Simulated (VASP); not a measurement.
# PbO2 (P4_2/mnm) in VASP: notebook, part 2 of 3

VASP 6.6.1. Earlier steps stand in the parts before.

### Step 4. Single point, PBEsol

This run uses another cell than the first one, of 14.20 Å³/atom.

Input file INCAR:

```
PREC = Accurate
ENCUT = 520
EDIFF = 1E-6
ISMEAR = 0
SIGMA = 0.1
LREAL = F
LASPH = T
NELM = 100
ALGO = Normal
ISIF = 2
LWAVE = F
LCHARG = F
GGA = PS
NBANDS = 35
```

Input file KPOINTS:

```
Automatic mesh
0
Gamma
  8 8 10
```

Input file POSCAR:

```
PbO2
1.0
    4.9972607689      0.0000000000      0.0000000000
    0.0000000000      4.9972607689      0.0000000000
    0.0000000000      0.0000000000      3.4115569158
Pb O
2 4
Direct
    0.0000000000      0.0000000000      0.0000000000
    0.5000000000      0.5000000000      0.5000000000
    0.3076225147      0.3076225147      0.0000000000
    0.1923774853      0.8076225147      0.5000000000
    0.6923774853      0.6923774853      0.0000000000
    0.8076225147      0.1923774853      0.5000000000
```

Launch:

```console
$ cat potpaw_PBE.64/Pb_d/POTCAR potpaw_PBE.64/O/POTCAR > POTCAR
$ mpirun -np 1 vasp_std > vasp.out
```

It took 96 s on 1 thread of Intel Xeon 6975P-C (Granite Rapids), shared host; peak memory 0.34 GiB.

The run converged. Its results:

- Free energy: -34.0672 eV
- Pressure: 0.3 GPa
- Largest force: 0.010 eV/Å
- Band gap on the k mesh: 0.05 eV (least direct gap 0.08 eV)

Forces in eV/Å, atoms in the order of the input:
```
Pb   0.000  0.000  0.000
Pb   0.000  0.000  0.000
O   -0.007 -0.007  0.000
O    0.007 -0.007  0.000
O    0.007  0.007  0.000
O   -0.007  0.007  0.000
```

Stress tensor (GPa, compression positive):
```
0.20 0.00 0.00
0.00 0.20 0.00
0.00 0.00 0.36
```

Levels at points of the mesh, in eV from the valence-band top:
```csv
k point,band 23,band 24,band 25,band 26,band 27,band 28,band 29,band 30
"(0.00, 0.00, 0.00)",-0.59,-0.59,-0.57,-0.57,0.11,4.18,5.75,5.75
"(0.50, 0.00, 0.00)",-0.63,-0.63,-0.36,-0.36,2.37,2.37,6.36,6.36
"(0.50, 0.50, 0.00)",-0.65,-0.65,-0.45,-0.45,2.78,2.78,6.65,6.65
"(0.00, 0.00, 0.50)",-1.09,-1.09,-0.76,-0.76,3.70,3.70,8.75,8.75
"(0.50, 0.00, 0.50)",-0.75,-0.75,-0.19,-0.19,4.01,4.01,7.19,7.19
"(0.50, 0.50, 0.50)",-0.65,-0.65,-0.49,-0.49,2.77,2.77,8.19,8.19
```

Caveat: the smearing spreads over this small gap; the PAW data sets were made with another functional, which shifts forces and pressure a little; spin-orbit coupling is left out, which moves the levels of the heavy elements. A k mesh can miss the band edges.

### Step 5. Single point, PBEsol

This run uses another cell than the first one, of 14.20 Å³/atom.

Input file INCAR:

```
  PREC = Accurate
  ENCUT = 520
  EDIFF = 1E-7
  ISMEAR = 0
  SIGMA = 0.01
  LREAL = F
  LASPH = T
  NELM = 80
  ALGO = Normal
  ISIF = 2
  LWAVE = F
  LCHARG = F
  GGA = PS
  NBANDS = 35
```

Input file KPOINTS:

```
regular mesh
0
Gamma
  8 8 10
```

POSCAR is that of step 4.

Potentials or basis: VASP PAW PBE potentials, release 64 (Pb_d, O).

Launch:

```console
$ cat potpaw_PBE.64/Pb_d/POTCAR potpaw_PBE.64/O/POTCAR > POTCAR
$ mpirun -np 1 vasp_std > vasp.out
```

OUTCAR:

```text
PREC = Accurate
   ENCUT = 520
   EDIFF = 1E-7
   ISMEAR = 0
   LREAL = F
   LASPH = T
   NELM = 80
   ISIF = 2
   GGA = PS

 ion  position               nearest neighbor table
   1  0.000  0.000  0.000-   3 2.17   5 2.17   4 2.18   6 2.18   4 2.18   6 2.18   2 3.92   2 3.92
                             2 3.92   2 3.92   2 3.92   2 3.92   2 3.92   2 3.92
   2  0.500  0.500  0.500-   4 2.17   6 2.17   5 2.18   3 2.18   3 2.18   5 2.18   1 3.92   1 3.92
                             1 3.92   1 3.92   1 3.92   1 3.92   1 3.92   1 3.92
   3  0.308  0.308  0.000-   1 2.17   2 2.18   2 2.18
   4  0.192  0.808  0.500-   2 2.17   1 2.18   1 2.18
   5  0.692  0.692  0.000-   1 2.17   2 2.18   2 2.18
   6  0.808  0.192  0.500-   2 2.17   1 2.18   1 2.18

  LATTYP: Found a simple tetragonal cell.
 ALAT       =     4.9972607689
 C/A-ratio  =     0.6826853898

  Lattice vectors:

 A1 = (   4.9972607689,   0.0000000000,   0.0000000000)
 A2 = (   0.0000000000,   4.9972607689,   0.0000000000)
 A3 = (   0.0000000000,   0.0000000000,   3.4115569158)

Analysis of symmetry for initial positions (statically):
=====================================================================
 Subroutine PRICEL returns:
 Original cell was already a primitive cell.

 Routine SETGRP: Setting up the symmetry group for a
 simple tetragonal supercell.

 Subroutine GETGRP returns: Found 16 space group operations
 (whereof  8 operations were pure point group operations)
 out of a pool of 16 trial point group operations.

The static configuration has the point symmetry D_2h.
 The point group associated with its full space group is D_4h.

Analysis of symmetry for dynamics (positions and initial velocities):
=====================================================================
 Subroutine PRICEL returns:
 Original cell was already a primitive cell.

 Routine SETGRP: Setting up the symmetry group for a
 simple tetragonal supercell.

 Subroutine GETGRP returns: Found 16 space group operations
 (whereof  8 operations were pure point group operations)
 out of a pool of 16 trial point group operations.

The dynamic configuration has the point symmetry D_2h.
 The point group associated with its full space group is D_4h.

 Subroutine INISYM returns: Found 16 space group operations
 (whereof  8 operations are pure point group operations),
 and found     1 'primitive' translations

----------------------------------------------------------------------------------------

                                     Primitive cell

  volume of cell :      85.1955

  direct lattice vectors                    reciprocal lattice vectors
     4.997260769  0.000000000  0.000000000     0.200109629  0.000000000  0.000000000
     0.000000000  4.997260769  0.000000000     0.000000000  0.200109629  0.000000000
     0.000000000  0.000000000  3.411556916     0.000000000  0.000000000  0.293121301

  length of vectors
     4.997260769  4.997260769  3.411556916     0.200109629  0.200109629  0.293121301

  position of ions in fractional coordinates (direct lattice)
     0.000000000  0.000000000  0.000000000
     0.500000000  0.500000000  0.500000000
     0.307622515  0.307622515  0.000000000
     0.192377485  0.807622515  0.500000000
     0.692377485  0.692377485  0.000000000
     0.807622515  0.192377485  0.500000000

  ion indices of the primitive-cell ions
   primitive index   ion index
                 1           1
                 2           2
                 3           3
                 4           4
[... 53 lines left out ...]
  0.375000  0.125000  0.100000     16.000000
  0.500000  0.125000  0.100000      8.000000
 [... further k-points ...]
   k-points           NKPTS =     90   k-points in BZ     NKDIM =     90   number of bands    NBANDS=     35
   number of dos      NEDOS =    301   number of ions     NIONS =      6
   total plane-waves  NPLWV =  44800
   dimension x,y,z NGX =    40 NGY =   40 NGZ =   28
   dimension x,y,z NGXF=    80 NGYF=   80 NGZF=   56
   ions per type =               2   4
   NGX,Y,Z   is equivalent  to a cutoff of  13.31, 13.31, 13.64 a.u.
   NGXF,Y,Z  is equivalent  to a cutoff of  26.61, 26.61, 27.29 a.u.
 SYSTEM =  unknown system
   PREC   = accura    normal or accurate (medium, high low for compatibility)
   ISTART =      0    job   : 0-new  1-cont  2-samecut
   ICHARG =      2    charge: 1-file 2-atom 10-const
   ISPIN  =      1    spin polarized calculation?
   LNONCOLLINEAR =      F non collinear calculations
   LSORBIT =      F    spin-orbit coupling
   LASPH  =      T    aspherical Exc in radial PAW
   ENCUT  =  520.0 eV  38.22 Ry    6.18 a.u.   9.29  9.29  6.34*2*pi/ulx,y,z
   NELM   =     80;   NELMIN=  2; NELMDL= -5     # of ELM steps
   EDIFF  = 0.1E-06   stopping-criterion for ELM
   LREAL  =      F    real-space projection
   EDIFFG = 0.1E-05   stopping-criterion for IOM
   NSW    =      0    number of steps for IOM
   IBRION =     -1    ionic relax: 0-MD 1-quasi-New 2-CG
   NFREE  =      0    steps in history (QN), initial steepest desc. (CG)
   ISIF   =      2    stress and relaxation
   ISYM   =      2    0-nonsym 1-usesym 2-fastsym
   POTIM  = 0.5000    time-step for ionic-motion
   TEBEG  =    0.0;   TEEND  =   0.0 temperature during run
   PSTRESS=    0.0 pullay stress
   NELECT =      52.0000    total number of electrons
   NUPDOWN=      -1.0000    fix difference up-down
   EMIN   =  10.00;   EMAX   =-10.00  energy-range for DOS
   EFERMI =   0.00;   METHOD = LEGACY
   ISMEAR =     0;   SIGMA  =   0.01  broadening in eV -4-tet -1-fermi 0-gaus
   EFERMI_NEDOS =   21; number of points for ismear=-14 and -15
   IALGO  =     38    algorithm
   IMIX   =      4    mixing-type and parameters
     AMIX     =   0.40;   BMIX     =  1.00
     AMIX_MAG =   1.60;   BMIX_MAG =  1.00
  volume/ion in A,a.u.               =      14.20        95.82
  Fermi-wavevector in a.u.,A,eV,Ry     =   1.388685  2.624234 26.238099  1.928446
  Thomas-Fermi vector in A             =   2.512787
   LORBIT       =      0    0 simple, 1 ext, 2 COOP (PROOUT), +10 PAW based schemes
   GGA     = PS    functional components
   LHFCALC =     F    Hartree Fock is set to
   AEXX    =    0.0000 exact exchange contribution
   IVDW    =     0    specifies the selected vdW correction
   LEPSILON=     F    determine dielectric tensor
   LRPA    =     F    only Hartree local field effects (RPA)
 non-spin polarized calculation
 Gauss-broadening in eV      SIGMA  =   0.01
  energy-cutoff  :      520.00
  volume of cell :       85.20
 maximum number of plane-waves:      2317
 NGX is ok and might be reduce to    40
   NGX = 19   NGY = 19   NGZ = 13

 number of electron      52.0000007 magnetization

 Free energy of the ion-electron system (eV)
  ---------------------------------------------------
  ext. energy  EPLUGINS =         0.00000000
  ---------------------------------------------------
  free energy    TOTEN  =       -34.06609368 eV

  energy without entropy =      -34.06609349  energy(sigma->0) =      -34.06609358

 E-fermi :   4.0423     XC(G=0): -10.8681

 val. band max:        4.0163853727   @ k =   0.1250   0.0000   0.1000
 cond. band min:       4.0652380191   @ k =   0.0000   0.0000   0.1000
 fundamental gap:      0.0488526463
 Fermi energy:         4.0422721200

 k-point     1 :       0.0000    0.0000    0.0000
  band No.  band energies     occupation
      1     -14.1660      2.00000
      2     -14.0485      2.00000
      3     -12.3771      2.00000
      4     -12.3771      2.00000
      5     -11.4535      2.00000
      6     -11.2558      2.00000
[... 901 lines left out ...]
     34      15.4771      0.00000
     35      15.9777      0.00000

 [... further k-points ...]

------------------------ aborting loop because EDIFF is reached ----------------------------------------

  FORCE on cell =-STRESS in cart. coord.  units (eV):
  Direction    XX          YY          ZZ          XY          YZ          ZX
  --------------------------------------------------------------------------------------
  -------------------------------------------------------------------------------------
  Total        0.1064590      0.1064590      0.1945850      0.0000000      0.0000000      0.0000000
  in kB        2.0020561      2.0020561      3.6593443      0.0000000      0.0000000      0.0000000
  external PRESSURE =       2.5544855 kB  Pullay stress =       0.0000000 kB

 VOLUME and BASIS-vectors are now :
 -----------------------------------------------------------------------------
  energy-cutoff  :      520.00
  volume of cell :       85.20
      direct lattice vectors                 reciprocal lattice vectors
     4.997260769  0.000000000  0.000000000     0.200109629  0.000000000  0.000000000
     0.000000000  4.997260769  0.000000000     0.000000000  0.200109629  0.000000000
     0.000000000  0.000000000  3.411556916     0.000000000  0.000000000  0.293121301

 POSITION                                       TOTAL-FORCE (eV/Angst)
 -----------------------------------------------------------------------------------
      0.00000      0.00000      0.00000         0.000000      0.000000     -0.000000
      2.49863      2.49863      1.70578         0.000000      0.000000     -0.000000
      1.53727      1.53727      0.00000        -0.006591     -0.006591     -0.000000
      0.96136      4.03590      1.70578         0.006591     -0.006591     -0.000000
      3.45999      3.45999      0.00000         0.006591      0.006591      0.000000
      4.03590      0.96136      1.70578        -0.006591      0.006591      0.000000
 -----------------------------------------------------------------------------------
    total drift:                                0.000000     -0.000000     -0.000000

  FREE ENERGIE OF THE ION-ELECTRON SYSTEM (eV)
  ---------------------------------------------------
  free  energy   TOTEN  =       -34.0660936825 eV

  energy  without entropy=      -34.0660934851  energy(sigma->0) =      -34.06609358
```

stdout:

```text
POSCAR found type information on POSCAR PbO
 POSCAR found :  2 types and       6 ions
 scaLAPACK will be used
 -----------------------------------------------------------------------------
|                                                                             |
|                                                                             |
|     You enforced a specific xc type in the INCAR file but a different       |
|     I HOPE YOU KNOW WHAT YOU ARE DOING!                                     |
|                                                                             |
 -----------------------------------------------------------------------------

 LDA part: xc-table for (Slater+PW92), standard interpolation
 POSCAR, INCAR and KPOINTS ok, starting setup
 FFT: planning ... GRIDC
 FFT: planning ... GRID_SOFT
 FFT: planning ... GRID
 WAVECAR not read
 entering main loop
```

Wall time 100 s (1 thread of Intel Xeon 6975P-C (Granite Rapids), shared host); peak memory 0.34 GiB.

What came out:

```yaml
Free_energy: -34.0661 eV
Pressure: 0.3 GPa
Largest_force: 0.009 eV/Å
Band_gap_on_the_k_mesh: 0.05 eV (least direct gap 0.08 eV)
```

Forces in eV/Å, atoms in the order of the input:
```
Pb   0.000  0.000  0.000
Pb   0.000  0.000  0.000
O   -0.007 -0.007  0.000
O    0.007 -0.007  0.000
O    0.007  0.007  0.000
O   -0.007  0.007  0.000
```

Levels at points of the mesh, in eV from the valence-band top:
| k point | band 24 | band 25 | band 26 | band 27 | band 28 | band 29 |
| --- | --- | --- | --- | --- | --- | --- |
| (0.00, 0.00, 0.00) | -0.59 | -0.57 | -0.57 | 0.11 | 4.18 | 5.75 |
| (0.50, 0.00, 0.00) | -0.63 | -0.36 | -0.36 | 2.37 | 2.37 | 6.36 |
| (0.50, 0.50, 0.00) | -0.65 | -0.45 | -0.45 | 2.78 | 2.78 | 6.65 |
| (0.00, 0.00, 0.50) | -1.09 | -0.76 | -0.76 | 3.70 | 3.70 | 8.75 |
| (0.50, 0.00, 0.50) | -0.75 | -0.19 | -0.19 | 4.01 | 4.01 | 7.19 |
| (0.50, 0.50, 0.50) | -0.65 | -0.49 | -0.49 | 2.77 | 2.77 | 8.19 |

Caveat: the PAW data sets were made with another functional, which shifts forces and pressure a little; spin-orbit coupling is left out, which moves the levels of the heavy elements.

[end of part 2 of 3]

The gap in the log of VASP goes by the Fermi energy; the results here count the filled bands.